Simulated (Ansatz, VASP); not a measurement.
## Hf: VASP beside Ansatz

The input INCAR:

```
SYSTEM = Hf
  PREC = Accurate
  ENCUT = 500
  EDIFF = 1E-6
  ISMEAR = 0
  SIGMA = 0.025
  LREAL = .False.
  LASPH = .True.
  NELM = 120
  ALGO = Normal
  ISIF = 2
  LWAVE = .False.
  LCHARG = .False.
  GGA = PE
  NBANDS = 17
  GGA_COMPAT = .False.
```

File KPOINTS:

```
regular mesh
0
Gamma
  10 10 5
  0 0 0
```

File POSCAR:

```
Hf
1.0
    3.1967000000      0.0000000000      0.0000000000
   -1.5983500000      2.7684234083      0.0000000000
    0.0000000000      0.0000000000      5.0578000000
Hf
2
Direct
    0.6666666667      0.3333333333      0.7500000000
    0.3333333333      0.6666666667      0.2500000000
```

File input.yaml:

```yaml
crystal:
  lattice:
    - [3.1967, 0.0, 0.0]
    - [-1.59835, 2.7684234083, 0.0]
    - [0.0, 0.0, 5.0578]
  atoms:
    - { symbol: Hf, position: [0.6666666667, 0.3333333333, 0.75] }
    - { symbol: Hf, position: [0.3333333333, 0.6666666667, 0.25] }
kpoints:
  mp_grid: { grid: [10, 10, 5] }
scf:
  occupations: { method: gaussian, width: 0.025 }
hamiltonian:
  xc: pbe
  pseudopotentials: { kind: all_electron, lapw: { basis_error: 0.001 } }
output:
  forces: true
  stress: true
  eigenvalues: true
```

Alike in both runs: task single point; functional PBE; k mesh 10 × 10 × 5; occupations gaussian, width 0.025 eV; no spin polarisation.

```csv
,VASP,Ansatz
version,VASP 6.6.1,Ansatz 0.2.0
potentials or method,"VASP PAW PBE potentials, release 64 (Hf_pv), cutoff 500 eV","all-electron LAPW, scalar-relativistic"
```

Ansatz gave:

```
gap on the k mesh at the Fermi level (eV)                     : none
pressure (GPa)                                                : 0.6
traceless stress, the component that is largest in VASP (GPa) : -0.19
```

**Question.** What did VASP give for the same quantities?

**Answer.** gap on the k mesh at the Fermi level (eV): none; pressure (GPa): 0.2; traceless stress, the component that is largest in VASP (GPa): -0.25.

A gap of «none» marks a metal or a gap that the smearing closes. Ansatz ran all-electron here, and VASP with PAW potentials.

Neither program's run includes spin-orbit coupling.
